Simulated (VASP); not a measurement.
Crystal: BeS.

```xyz
2
Lattice="0.0000 2.3173 2.3173 2.3173 0.0000 2.3173 2.3173 2.3173 0.0000" Properties=species:S:1:pos:R:3 pbc="T T T"
Be    0.0000    0.0000    0.0000
S     2.3173    2.3173    2.3173
```

Base run:

- Program: VASP 6.6.1
- Functional: LDA
- Potentials or basis: VASP PAW LDA potentials, release 64 (Be, S)
- Cutoff: 520 eV
- k mesh: 10 × 10 × 10
- Occupations: gaussian, width 0.01 eV
- Spin: no spin polarisation

Its results: band gap on the k mesh 1.02 eV, indirect (least direct gap 4.16 eV); pressure -5.5 GPa.

Question: The run is repeated on the same cell with these changes: functional from LDA to r2SCAN; potentials or basis from VASP PAW LDA potentials, release 64 (Be, S) to VASP PAW PBE potentials, release 64 (Be, S). What comes out?

Answer: Band gap on the k mesh 1.39 eV, indirect (least direct gap 4.60 eV); pressure 0.0 GPa.

Caveats: the PAW data sets were made with another functional, which shifts forces and pressure a little (some runs).

A k mesh can miss the band edges.
